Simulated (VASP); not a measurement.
The system is ZrAl3N4.

```
Zr Al N
1.0
     3.33498   -4.71637    0.00000
     3.33498    4.71637    0.00000
     0.00000    0.00000    3.33498
Zr Al N
1 3 4
Direct
  0.00000 0.00000 0.50000
  0.00000 0.50000 0.00000
  0.50000 0.50000 0.50000
  0.50000 0.00000 0.00000
  0.25000 0.25000 0.00000
  0.25000 0.75000 0.50000
  0.75000 0.25000 0.50000
  0.75000 0.75000 0.00000
```

- Program: VASP 6.6.1
- Task: relaxation of cell and atoms
- Functional: PBE
- Potentials or basis: VASP PAW PBE potentials, release 64 (Zr_sv, Al, N)
- Cutoff: 600 eV
- k mesh: 4 × 4 × 6
- Occupations: gaussian, width 0.1 eV
- Spin: no spin polarisation

At the start: pressure -33.8 GPa; volume 13.11 Å³/atom.

How do energy, volume and symmetry change on relaxing?

Over 8 steps the energy falls by 553.1 meV/atom and the volume is 9.56 Å³/atom (-27.1 %); space group Cmmm (No. 65, to 0.05 Å).

Step by step:
| step | energy change (eV) | largest force (eV/Å) | pressure (GPa) | volume (Å³) |
| --- | --- | --- | --- | --- |
| 1 | 0.0000 | 0.9402 | -33.79 | 104.91 |
| 2 | -2.9278 | 4.1169 | 39.52 | 68.27 |
| 3 | -3.8606 | 3.1334 | 1.16 | 77.65 |
| 4 | -4.3503 | 0.7534 | 6.66 | 74.44 |
| 5 | -4.4014 | 0.2406 | 4.56 | 75.16 |
| 6 | -4.4072 | 0.0788 | -4.03 | 77.86 |
| 7 | -4.4237 | 0.0774 | -0.20 | 76.59 |
| 8 | -4.4245 | 0.0166 | -0.01 | 76.52 |

Final structure:
```
CELL_PARAMETERS angstrom
3.03592 -4.23886 0.00000
3.03592 4.23886 0.00000
0.00000 0.00000 2.97299
ATOMIC_POSITIONS crystal
Zr 0.00000 0.00000 0.50000
Al 0.00000 0.50000 0.00000
Al 0.50000 0.50000 0.50000
Al 0.50000 0.00000 0.00000
N 0.27474 0.27474 0.00000
N 0.26076 0.73924 0.50000
N 0.73924 0.26076 0.50000
N 0.72526 0.72526 0.00000
```

Caveat: the volume moved by over 15 % at a fixed basis, so the end points are rough.
